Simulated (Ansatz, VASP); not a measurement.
Two plane-wave programs on In3O2

```xyz
5
Lattice="4.7854 0.0000 0.0000 0.0000 4.7854 0.0000 0.0000 0.0000 4.7854" Properties=species:S:1:pos:R:3 pbc="T T T"
In    0.0000    2.3927    2.3927
In    2.3927    0.0000    2.3927
In    2.3927    2.3927    0.0000
O     2.3927    2.3927    2.3927
O     0.0000    0.0000    0.0000
```

Alike in both runs: task relaxation of cell and atoms; functional PBE; k mesh 8 × 8 × 8; occupations gaussian, width 0.1 eV; no spin polarisation.

|  | VASP | Ansatz |
| --- | --- | --- |
| version | VASP 6.6.1 | Ansatz 0.2.0 |
| potentials or method | VASP PAW PBE potentials, release 64 (In_d, O), cutoff 600 eV | scalar-relativistic, plane waves, PAW |
| valence electrons in the cell | 51 | 51 |

VASP gave:

| Quantity | Value |
| --- | --- |
| gap on the k mesh at the Fermi level, each at its own relaxed structure (eV) | none |
| relaxed volume (Å³/atom) | 21.73 |
| relaxed cell length with the largest relative difference (Å) | 4.772 |

What did Ansatz give for the same quantities?

gap on the k mesh at the Fermi level, each at its own relaxed structure (eV): none; relaxed volume (Å³/atom): 21.72; relaxed cell length with the largest relative difference (Å): 4.771.

A gap of «none» marks a metal or a gap that the smearing closes.
